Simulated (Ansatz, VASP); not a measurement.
# ZnPt: VASP beside Ansatz

```
Zn Pt
1.0
     2.85442    0.00000    0.00000
     0.00000    2.85442    0.00000
     0.00000    0.00000    3.49826
Zn Pt
1 1
Cartesian
  1.4272 1.4272 1.7491
  0.0000 0.0000 0.0000
```

Change from the starting cell: volume scaled by 0.99.

Alike in both runs: task single point; functional PBEsol; k mesh 11 × 11 × 9; occupations fermi-dirac, width 0.05 eV; no spin polarisation.

|  | VASP | Ansatz |
| --- | --- | --- |
| version | VASP 6.6.1 | Ansatz 0.2.0 |
| potentials or method | VASP PAW PBE potentials, release 64 (Zn, Pt), cutoff 520 eV | all-electron LAPW, scalar-relativistic |

|  | VASP | Ansatz | Ansatz less VASP |
| --- | --- | --- | --- |
| pressure (GPa) | -3.6 | -4.1 | -0.42 |

VASP's potentials were made for PBE, not for PBEsol. Ansatz ran all-electron here, and VASP with PAW potentials.

Spin-orbit coupling is off throughout.
